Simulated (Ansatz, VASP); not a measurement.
# One calculation of SiC, two programs

```
CELL_PARAMETERS angstrom
3.11648 0.00000 0.00000
-1.55824 2.69895 0.00000
0.00000 0.00000 5.11443
ATOMIC_POSITIONS crystal
Si 0.33333 0.66667 0.00450
Si 0.66667 0.33333 0.50450
C 0.33333 0.66667 0.38050
C 0.66667 0.33333 0.88050
```

Change from the starting cell: volume scaled by 1.04, ions relaxed.

Alike in both runs: functional PBE; k mesh 16 × 16 × 9; occupations fermi-dirac, width 0.02 eV; no spin polarisation.

Ansatz relaxed the structure, and its values are those at the end. VASP's run is a single point on that final structure, the one shown.

```csv
,VASP,Ansatz
version,VASP 6.6.1,Ansatz 0.2.0
potentials or method,"VASP PAW PBE potentials, release 64 (Si, C)","plane-wave PAW, scalar-relativistic"
plane-wave cutoff (eV),520,420
valence electrons in the cell,16,16
```

|  | VASP | Ansatz | Ansatz less VASP |
| --- | --- | --- | --- |
| gap on the k mesh at the Fermi level (eV) | 2.41 | 2.41 | +0.003 |
| pressure (GPa) | -4.9 | -4.8 | +0.04 |
| rms of the force components (eV/Å) | 0.006 | 0.006 | -0.0001 |

With one functional, cell and mesh, what is left measures potentials, basis and numerics. Ansatz's warnings: stress scf threshold loose.
